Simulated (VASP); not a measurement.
# TiB2 (P6/mmm) in VASP: a series of runs, part 2 of 2

VASP 6.6.1. Earlier steps stand in the parts before.

## Step 3: Single point, LDA

This run uses another cell than the first one, of 8.56 Å³/atom.

Input file INCAR:

```
  PREC = Accurate
  ENCUT = 520
  EDIFF = 1E-6
  ISMEAR = 0
  SIGMA = 0.1
  LREAL = False
  LASPH = True
  NELM = 100
  ALGO = Normal
  ISIF = 2
  LWAVE = False
  LCHARG = True
  LELF = True
  LVHAR = True
  NBANDS = 16
```

Input file KPOINTS:

```
Automatic mesh
0
Gamma
  18 18 14
```

Input file POSCAR:

```
TiB2
1.0
    3.0318049187      0.0000000000      0.0000000000
   -1.5159024594      2.6256200789      0.0000000000
    0.0000000000      0.0000000000      3.2242298103
Ti B
1 2
Direct
    0.0000000000      0.0000000000      0.0000000000
    0.3333333333      0.6666666667      0.5000000000
    0.6666666667      0.3333333333      0.5000000000
```

Potentials or basis: VASP PAW LDA potentials, release 64 (Ti_sv, B).

Command:

```bash
> cat potpaw_LDA.64/Ti_sv/POTCAR potpaw_LDA.64/B/POTCAR > POTCAR
> mpirun -np 1 vasp_std > vasp.out
```

OUTCAR:

```text
PREC = Accurate
   ENCUT = 520
   EDIFF = 1E-6
   ISMEAR = 0
   LREAL = False
   LASPH = True
   NELM = 100
   ISIF = 2

 ion  position               nearest neighbor table
   1  0.000  0.000  0.000-   2 2.38   3 2.38   2 2.38   3 2.38   3 2.38   3 2.38   2 2.38   2 2.38
                             3 2.38   3 2.38   2 2.38   2 2.38
   2  0.333  0.667  0.500-   3 1.75   3 1.75   3 1.75   1 2.38   1 2.38   1 2.38   1 2.38   1 2.38
                             1 2.38
   3  0.667  0.333  0.500-   2 1.75   2 1.75   2 1.75   1 2.38   1 2.38   1 2.38   1 2.38   1 2.38
                             1 2.38

  LATTYP: Found a hexagonal cell.
 ALAT       =     3.0318049187
 C/A-ratio  =     1.0634687576

  Lattice vectors:

 A1 = (   3.0318049187,   0.0000000000,   0.0000000000)
 A2 = (  -1.5159024594,   2.6256200789,   0.0000000000)
 A3 = (   0.0000000000,   0.0000000000,   3.2242298103)

Analysis of symmetry for initial positions (statically):
=====================================================================
 Subroutine PRICEL returns:
 Original cell was already a primitive cell.

 Routine SETGRP: Setting up the symmetry group for a
 hexagonal supercell.

 Subroutine GETGRP returns: Found 24 space group operations
[... 172 lines left out ...]
 fundamental gap:      0.0211363215
 Fermi energy:         9.9552072107

 k-point     1 :       0.0000    0.0000    0.0000
  band No.  band energies     occupation
      1     -46.3225      2.00000
      2     -23.0659      2.00000
      3     -22.7417      2.00000
      4     -22.7417      2.00000
      5      -3.3745      2.00000
      6       7.3153      2.00000
[... 433 lines left out ...]
      3     -22.9947      2.00000
      4     -22.8654      2.00000
      5       0.1386      2.00000
      6       1.7470      2.00000
[... 8 lines left out ...]
     15      17.9224      0.00000
     16      18.8549      0.00000

 [... further k-points ...]

------------------------ aborting loop because EDIFF is reached ----------------------------------------

  FORCE on cell =-STRESS in cart. coord.  units (eV):
  Direction    XX          YY          ZZ          XY          YZ          ZX
  --------------------------------------------------------------------------------------
  -------------------------------------------------------------------------------------
  Total       -1.7197621     -1.7197621     -1.8203733      0.0000000      0.0000000     -0.0000000
  in kB     -107.3543928   -107.3543928   -113.6349468      0.0000000      0.0000000     -0.0000000
  external PRESSURE =    -109.4479108 kB  Pullay stress =       0.0000000 kB

 VOLUME and BASIS-vectors are now :
 -----------------------------------------------------------------------------
  energy-cutoff  :      520.00
  volume of cell :       25.67
      direct lattice vectors                 reciprocal lattice vectors
     3.031804919  0.000000000  0.000000000     0.329836525  0.190431207  0.000000000
    -1.515902459  2.625620079  0.000000000     0.000000000  0.380862413  0.000000000
     0.000000000  0.000000000  3.224229810     0.000000000  0.000000000  0.310151589

 POSITION                                       TOTAL-FORCE (eV/Angst)
 -----------------------------------------------------------------------------------
      0.00000      0.00000      0.00000         0.000000      0.000000      0.000000
     -0.00000      1.75041      1.61211        -0.000000      0.000000      0.000000
      1.51590      0.87521      1.61211        -0.000000      0.000000     -0.000000
 -----------------------------------------------------------------------------------
    total drift:                               -0.000000      0.000000      0.000000

  FREE ENERGIE OF THE ION-ELECTRON SYSTEM (eV)
  ---------------------------------------------------
  free  energy   TOTEN  =       -26.8843167782 eV

  energy  without entropy=      -26.8825660693  energy(sigma->0) =      -26.88344142
```

stdout:

```text
POSCAR found type information on POSCAR TiB
 POSCAR found :  2 types and       3 ions
 scaLAPACK will be used
 LDA part: xc-table for (Slater(with rela. corr.)+CA(PZ))
 , standard interpolation
 POSCAR, INCAR and KPOINTS ok, starting setup
 FFT: planning ... GRIDC
 FFT: planning ... GRID_SOFT
 FFT: planning ... GRID
 WAVECAR not read
 entering main loop
```

Wall time 37 s (1 thread of Intel Xeon 6975P-C (Granite Rapids), shared host); peak memory 0.22 GiB.

What came out:

```yaml
Free_energy: -26.8843 eV
Pressure: -10.9 GPa
Band_gap_on_the_k_mesh: zero (bands 9 and 10 overlap by 0.59 eV)
```

Levels at points of the mesh, in eV from the Fermi level:
```
           k point  band 6  band 7  band 8  band 9  band 10  band 11  band 12  band 13
(0.00, 0.00, 0.00)   -2.64   -2.64   -2.27   -2.15     1.83     1.83     3.61     3.61
(0.50, 0.00, 0.00)   -9.07   -3.26   -3.23   -2.29     1.29     2.68     3.16     3.36
(0.00, 0.00, 0.50)   -7.55   -0.58   -0.58   -0.24    -0.24     0.39     0.39     1.59
(0.50, 0.00, 0.50)   -7.44   -4.66   -3.83   -3.09     2.43     2.87     4.46     4.54
```

Caveat: the cell stands under tension.
